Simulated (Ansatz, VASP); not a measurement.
LiSb7: VASP beside Ansatz

INCAR

```
SYSTEM = LiSb7
PREC     = Accurate       ! precision mode
ENCUT    = 600            ! plane-wave cutoff, eV
EDIFF    = 1E-6           ! SCF threshold, eV
ISMEAR   = 0              ! smearing method
SIGMA    = 0.1            ! smearing width, eV
LREAL    = .FALSE.        ! projectors in reciprocal space
LASPH    = .TRUE.         ! aspherical terms in the spheres
NELM     = 100            ! most SCF steps
ALGO     = Normal         ! electronic algorithm
ISIF     = 3              ! what is computed and relaxed
LWAVE    = .FALSE.        ! write WAVECAR
LCHARG   = .FALSE.        ! write CHGCAR
GGA      = PE             ! functional
IBRION   = 2              ! ionic algorithm
NSW      = 100            ! ionic steps
EDIFFG   = -0.01          ! ionic threshold
```

Contents of KPOINTS:

```
Automatic mesh
0
G
  9 9 8
  0 0 0
```

The input POSCAR:

```
LiSb7
1.0
    6.7082184061      0.0000000000      0.0000000000
   -3.3541092030      5.8094875538      0.0000000000
    0.0000000000      0.0000000000      5.5262395620
Li Sb
1 7
Direct
    0.0000000000      0.0000000000      0.0000000000
    0.4992859476      0.9985718953      0.0000000000
    0.4992859476      0.5007140524      0.0000000000
    0.0014281047      0.5007140524      0.0000000000
    0.3546451195      0.1773225598      0.5000000000
    0.8226774402      0.1773225598      0.5000000000
    0.8226774402      0.6453548805      0.5000000000
    0.3333333333      0.6666666667      0.5000000000
```

Input for Ansatz:

```yaml
crystal:
  lattice:
    - [6.7082184061, 0.0, 0.0]
    - [-3.354109203, 5.8094875538, 0.0]
    - [0.0, 0.0, 5.526239562]
  atoms:
    - { symbol: Li, position: [0.0, 0.0, 0.0] }
    - { symbol: Sb, position: [0.4992859476, 0.9985718953, 0.0] }
    - { symbol: Sb, position: [0.4992859476, 0.5007140524, 0.0] }
    - { symbol: Sb, position: [0.0014281047, 0.5007140524, 0.0] }
    - { symbol: Sb, position: [0.3546451195, 0.1773225598, 0.5] }
    - { symbol: Sb, position: [0.8226774402, 0.1773225598, 0.5] }
    - { symbol: Sb, position: [0.8226774402, 0.6453548805, 0.5] }
    - { symbol: Sb, position: [0.3333333333, 0.6666666667, 0.5] }
basis:
  ecutwfc: 420
kpoints:
  mp_grid: { grid: [9, 9, 8] }
hamiltonian:
  xc: pbe
scf:
  occupations: { method: gaussian, width: 0.1 }
output:
  forces: true
  stress: true
  eigenvalues: true
relax:
  adjacent_minimum: "off"
  f_tol: 0.01
  max_steps: 80
  cell: { stress_tol: 0.05 }
```

Change from the starting cell: species swapped into the Mg7Sn type (P-6m2, No. 187).

Alike in both runs: task relaxation of cell and atoms; functional PBE; k mesh 9 × 9 × 8; occupations gaussian, width 0.1 eV; no spin polarisation.

```csv
,VASP,Ansatz
version,VASP 6.6.1,Ansatz 0.2.0
potentials or method,"VASP PAW PBE potentials, release 64 (Li_sv, Sb), cutoff 600 eV","scalar-relativistic, plane waves, PAW"
valence electrons in the cell,38,108
```

|  | VASP | Ansatz | Ansatz less VASP |
| --- | --- | --- | --- |
| gap on the k mesh at the Fermi level, each at its own relaxed structure (eV) | none | none | - |
| relaxed volume (Å³/atom) | 27.05 | 27.17 | +0.123 |
| relaxed cell length with the largest relative difference (Å) | 6.652 | 6.669 | +0.0177 |

A gap of «none» marks a metal or a gap that the smearing closes. VASP's potentials hold 38 valence electrons a cell and Ansatz's 108, so a difference there can come from the potentials and not from the codes.

Neither program's run includes spin-orbit coupling. Noted on VASP's run: the cutoff is short for stress, so the pressure is rough.
